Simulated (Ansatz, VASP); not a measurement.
PbO: VASP beside Ansatz

POSCAR

```
PbO
1.0
    0.0041704280      2.6065174968      2.6065174968
    2.6065174968      0.0041704280      2.6065174968
    2.6106879248      2.6106879248      0.0000000000
Pb O
1 1
Direct
    0.0000000000      0.0000000000      0.0000000000
    0.5000000000      0.5000000000      0.5000000000
```

INCAR.step1

```
SYSTEM = PbO
  PREC = Accurate
  ENCUT = 520
  ISMEAR = 0
  SIGMA = 0.01
  LREAL = .False.
  LASPH = .True.
  NELM = 60
  NBANDS = 17
  GGA = PE
  ALGO = Normal
  EDIFF = 1E-4
  LWAVE = .True.
  LCHARG = .False.
```

Contents of INCAR.step2:

```
SYSTEM = PbO
  PREC = Accurate
  ENCUT = 520
  EDIFF = 1E-6
  ISMEAR = 0
  SIGMA = 0.01
  LREAL = .False.
  LASPH = .True.
  NELM = 60
  ALGO = Normal
  ISIF = 2
  LWAVE = .False.
  LCHARG = .False.
  METAGGA = R2SCAN
  LMIXTAU = .True.
  NBANDS = 17
  ISTART = 1
```

KPOINTS

```
Automatic mesh
0
Gamma
  8 8 8
  0 0 0
```

Input for Ansatz:

```yaml
crystal:
  lattice:
    - [0.004170428, 2.6065174968, 2.6065174968]
    - [2.6065174968, 0.004170428, 2.6065174968]
    - [2.6106879248, 2.6106879248, 0.0]
  atoms:
    - { symbol: Pb, position: [0.0, 0.0, 0.0] }
    - { symbol: O, position: [0.5, 0.5, 0.5] }
kpoints:
  mp_grid: { grid: [8, 8, 8] }
  band_path:
    path:
      - [0.0, 0.0, 0.0]
      - [0.5, 0.0, 0.5]
      - [0.625, 0.25, 0.625]
      - [0.375, 0.375, 0.75]
      - [0.5, 0.5, 0.5]
      - [0.5, 0.25, 0.75]
      - [0.5, 0.45, 0.55]
    npoints: 1
hamiltonian:
  xc: r2scan
scf:
  occupations: { method: fixed }
  n_extra_bands: 4
output:
  forces: true
  stress: true
  eigenvalues: true
```

Change from the starting cell: shear_xy strain +0.3%.

Alike in both runs: task single point; functional r2SCAN; k mesh 8 × 8 × 8; no spin polarisation.

|  | VASP | Ansatz |
| --- | --- | --- |
| version | VASP 6.6.1 | Ansatz 0.2.0 |
| potentials or method | VASP PAW PBE potentials, release 64 (Pb_d, O) | plane waves, PAW |
| plane-wave cutoff (eV) | 520 | 500 |
| occupations | gaussian, width 0.01 eV | fixed |
| valence electrons in the cell | 20 | 20 |

```csv
,VASP,Ansatz,Ansatz less VASP
gap on the k mesh at the Fermi level (eV),0.31,0.31,+0.003
pressure (GPa),0.1,0.0,-0.13
"traceless stress, the component that is largest in VASP (GPa)",-0.10,-0.10,0.000
```

VASP's potentials were made for PBE, not for r2SCAN.

Neither program's run includes spin-orbit coupling.
